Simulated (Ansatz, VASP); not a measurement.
# Pd: VASP beside Ansatz

POSCAR

```
Pd
1.0
    0.0000000000      1.9558504376      1.9558504376
    1.9558504376      0.0000000000      1.9558504376
    1.9558504376      1.9558504376      0.0000000000
Pd
1
Direct
    0.0000000000      0.0000000000      0.0000000000
```

File INCAR.step1:

```
SYSTEM = Pd
PREC = Accurate ; ENCUT = 520
ISMEAR = -1 ; SIGMA = 0.1
LREAL = .False. ; LASPH = .True.
NELM = 100 ; NBANDS = 11
GGA = PE ; ALGO = Normal
EDIFF = 1E-4 ; LWAVE = .True.
LCHARG = .False.
```

The input INCAR.step2:

```
SYSTEM = Pd
PREC = Accurate ; ENCUT = 520
EDIFF = 1E-7 ; ISMEAR = -1
SIGMA = 0.1 ; LREAL = .False.
LASPH = .True. ; NELM = 100
ALGO = Normal ; ISIF = 2
LWAVE = .False. ; LCHARG = .False.
METAGGA = R2SCAN ; LMIXTAU = .True.
NBANDS = 11 ; ISTART = 1
```

KPOINTS

```
regular mesh
0
Gamma
  7 7 7
  0 0 0
```

Input for Ansatz:

```yaml
crystal:
  lattice:
    - [0.0, 1.9558504376, 1.9558504376]
    - [1.9558504376, 0.0, 1.9558504376]
    - [1.9558504376, 1.9558504376, 0.0]
  atoms:
    - { symbol: Pd, position: [0.0, 0.0, 0.0] }
hamiltonian:
  xc: r2scan
  pseudopotentials:
    kind: paw
    azcp:
      Pd: "pseudopotentials/Pd.paw.azcp"
basis:
  ecutwfc: 500
  fft_grid_basis: typed
kpoints:
  mp_grid: { grid: [7, 7, 7], shift: [0, 0, 0] }
magnetization:
  spin_polarized: false
scf:
  occupations: { method: fermi_dirac, width: 0.1 }
  lower_state_search: "off"
output:
  stress: true
```

Alike in both runs: task single point; functional r2SCAN; k mesh 7 × 7 × 7; occupations fermi-dirac, width 0.1 eV; no spin polarisation.

|  | VASP | Ansatz |
| --- | --- | --- |
| version | VASP 6.6.1 | Ansatz 0.2.0 |
| potentials or method | VASP PAW PBE potentials, release 64 (Pd), cutoff 520 eV | plane waves (500 eV) with PAW, scalar-relativistic |
| valence electrons in the cell | 10 | 18 |

```csv
,VASP,Ansatz,Ansatz less VASP
pressure (GPa),1.0,0.3,-0.74
```

VASP's potentials were made for PBE, not for r2SCAN. VASP's potentials hold 10 valence electrons a cell and Ansatz's 18, so a difference there can come from the potentials and not from the codes.

The k mesh is coarse, so the values compare programs but aren't converged.
